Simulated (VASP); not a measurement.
# Si4O7 (a cell with a defect) in VASP: notebook, part 2 of 2

VASP 6.6.1. Earlier steps stand in the parts before.

## (5) Single point, LDA (atom 9 moved 0.500 of the way to it and -0.375 Å across, host rigid)

Contents of INCAR:

```
SYSTEM = Si4O7
  PREC = Accurate
  ENCUT = 520
  EDIFF = 1E-6
  ISMEAR = 0
  SIGMA = 0.05
  LREAL = .False.
  LASPH = .True.
  NELM = 100
  ALGO = Normal
  ISIF = 2
  LWAVE = .False.
  LCHARG = .False.
  NBANDS = 40
```

Contents of KPOINTS:

```
Automatic mesh
0
Gamma
  6 6 6
  0 0 0
```

Contents of POSCAR:

```
Si4O7
1.0
    0.0000000000      4.1548619959     -2.6614337333
    0.0000000000     -4.1548619959     -2.6614337333
   -4.1548619959      0.0000000000      2.6614337333
Si O
4 7
Direct
    0.2500000000      0.7500000000      0.5000000000
    0.7500000000      0.2500000000      0.5000000000
    0.0000000000      0.0000000000      1.0000000000
    0.5000000000      0.5000000000      1.0000000000
    1.0000000000      0.3055647994      0.3055647994
    0.5555647994      0.7500000000      0.8055647994
    0.0555647994      0.2500000000      0.8055647994
    0.0000000000      0.6944352006      0.6944352006
    0.4361795787      0.0000000000      0.4361795787
    0.9444352006      0.7500000000      0.1944352006
    0.4444352006      0.2500000000      0.1944352006
```

Potentials or basis: VASP PAW LDA potentials, release 64 (Si, O).

Command:

```
cat potpaw_LDA.64/Si/POTCAR potpaw_LDA.64/O/POTCAR > POTCAR
mpirun -np 1 vasp_std > vasp.out
```

OUTCAR:

```text
SYSTEM = Si4O7
   PREC = Accurate
   ENCUT = 520
   EDIFF = 1E-6
   ISMEAR = 0
   LREAL = .False.
   LASPH = .True.
   NELM = 100
   ISIF = 2

 ion  position               nearest neighbor table
   1  0.250  0.750  0.500-   9 1.38   8 1.75   5 1.75   6 1.80  10 1.80   2 2.66   2 2.66
   2  0.750  0.250  0.500-   9 1.38   8 1.75   5 1.75   7 1.80  11 1.80   1 2.66   1 2.66
   3  0.000  0.000  0.000-   6 1.75   7 1.75  10 1.75  11 1.75   5 1.80   8 1.80   4 2.66   4 2.66

   4  0.500  0.500  0.000-   6 1.75   7 1.75  10 1.75  11 1.75   3 2.66   3 2.66
   5  0.000  0.306  0.306-   1 1.75   2 1.75   3 1.80
   6  0.556  0.750  0.806-   3 1.75   4 1.75   1 1.80
   7  0.056  0.250  0.806-   3 1.75   4 1.75   2 1.80
   8  0.000  0.694  0.694-   1 1.75   2 1.75   3 1.80
[... 1260 lines left out ...]
  energy-cutoff  :      520.00
  volume of cell :       91.89
      direct lattice vectors                 reciprocal lattice vectors
     0.000000000  4.154861996 -2.661433733    -0.120340940  0.120340940 -0.187868664
     0.000000000 -4.154861996 -2.661433733    -0.120340940 -0.120340940 -0.187868664
    -4.154861996  0.000000000  2.661433733    -0.240681881  0.000000000  0.000000000

 POSITION                                       TOTAL-FORCE (eV/Angst)
 -----------------------------------------------------------------------------------
     -2.07743     -2.07743     -1.33072        -2.280555      2.280555     14.954163
     -2.07743      2.07743     -1.33072        -2.280555      2.280555    -14.954163
      0.00000      0.00000      0.00000        -0.315570      0.315570     -0.000000
      0.00000      0.00000     -2.66143        -0.562991      0.562991     -0.000000
     -1.26958     -1.26958      0.00000         0.065753      0.165065     -0.000000
     -3.34701     -0.80785     -1.33072         1.276402     -1.276402     -1.308705
     -3.34701     -0.80785      1.33072         1.276402     -1.276402      1.308705
     -2.88528     -2.88528      0.00000        -0.165065     -0.065753     -0.000000
     -1.81227      1.81227      0.00000        -0.433239      0.433239     -0.000000
     -0.80785      0.80785     -3.99215         1.709709     -1.709709      2.457727
     -0.80785      0.80785     -1.33072         1.709709     -1.709709     -2.457727
 -----------------------------------------------------------------------------------
    total drift:                               -0.001117      0.001118      0.000000

  FREE ENERGIE OF THE ION-ELECTRON SYSTEM (eV)
  ---------------------------------------------------
  free  energy   TOTEN  =       -82.7317882820 eV

  energy  without entropy=      -82.7304026161  energy(sigma->0) =      -82.73109545
```

Run time: 3.1 min. Hardware: 1 thread of Intel Xeon Platinum 8259CL at 2.50GHz (Skylake/Cascade Lake), shared host; peak memory 0.26 GiB.

What came out:

| Quantity | Value |
| --- | --- |
| Free energy | -82.7318 eV |
| Pressure | 38.9 GPa |
| Largest force | 15.298 eV/Å |
| Band gap on the k mesh | zero (band 29 reaches 11.56 eV, above the bottom of band 30 at 11.42 eV) |

Forces in eV/Å, atoms in the order of the input:
```
Si   -2.281   2.281  14.954
Si   -2.281   2.281 -14.954
Si   -0.316   0.316   0.000
Si   -0.563   0.563   0.000
O     0.066   0.165   0.000
O     1.276  -1.276  -1.309
O     1.276  -1.276   1.309
O    -0.165  -0.066   0.000
O    -0.433   0.433   0.000
O     1.710  -1.710   2.458
O     1.710  -1.710  -2.458
```

Stress tensor (GPa, compression positive):
```
14.47 -8.31  0.00
-8.31 14.47  0.00
 0.00  0.00 87.91
```

Caveat: the cell differs from its parent crystal (atom 9 moved 0.500 of the way to it and -0.375 Å across, host rigid).

## (6) Single point, LDA (atom 9 moved 0.250 of the way to it and +0.000 Å across, host rigid)

Contents of INCAR:

```
  PREC = Accurate
  ENCUT = 520
  EDIFF = 1E-6
  ISMEAR = 0
  SIGMA = 0.05
  LREAL = False
  LASPH = True
  NELM = 80
  ALGO = Normal
  ISIF = 2
  LWAVE = False
  LCHARG = False
  NBANDS = 40
```

Contents of KPOINTS:

```
Automatic mesh
0
Gamma
  6 6 6
```

Edit POSCAR of step 5 so:

```diff
@@ -16,3 +16,3 @@
     0.0000000000      0.6944352006      0.6944352006
-    0.4361795787      0.0000000000      0.4361795787
+    0.5000000000      0.0972176003      0.5972176003
     0.9444352006      0.7500000000      0.1944352006
```

Potentials or basis: VASP PAW LDA potentials, release 64 (Si, O).

Command:

```
cat potpaw_LDA.64/Si/POTCAR potpaw_LDA.64/O/POTCAR > POTCAR
mpirun -np 1 vasp_std > vasp.out
```

Wall time 7 min (1 thread of AMD EPYC 7R13, shared host); peak memory 0.23 GiB.

It converged, with:

| Item | Value |
| --- | --- |
| Free energy | -87.5203 eV |
| Pressure | 19.9 GPa |
| Largest force | 11.878 eV/Å |
| Band gap on the k mesh | 1.19 eV |

Forces on the atoms (eV/Å):
```
Si   4.296  4.296  8.246
Si   4.296  4.296 -8.246
Si  -0.182 -0.182  0.000
Si  -3.238 -3.238  0.000
O    0.148  0.148  0.000
O    0.818  0.789  0.133
O    0.818  0.789 -0.133
O   -0.134 -0.134  0.000
O   -8.399 -8.399  0.000
O    0.789  0.818  0.133
O    0.789  0.818 -0.133
```

Stress tensor (GPa, compression positive):
```
 7.71 -0.38  0.00
-0.38  7.71  0.00
 0.00  0.00 44.43
```

Levels at points of the mesh, in eV from the valence-band top:
| k point | band 27 | band 28 | band 29 | band 30 | band 31 | band 32 |
| --- | --- | --- | --- | --- | --- | --- |
| (0.00, 0.00, 0.00) | -4.68 | -4.07 | -2.21 | 1.44 | 2.97 | 3.12 |
| (0.50, 0.00, 0.00) | -5.27 | -4.56 | -0.31 | 2.04 | 2.16 | 4.45 |
| (0.50, 0.00, 0.50) | -4.81 | -4.66 | -0.37 | 1.38 | 2.13 | 4.43 |
| (0.50, 0.50, 0.00) | -5.19 | -5.05 | -0.80 | 1.39 | 3.98 | 4.05 |
| (0.50, 0.50, 0.50) | -6.00 | -5.66 | -0.03 | 1.90 | 2.87 | 3.19 |

Caveat: the cell differs from its parent crystal (atom 9 moved 0.250 of the way to it and +0.000 Å across, host rigid).
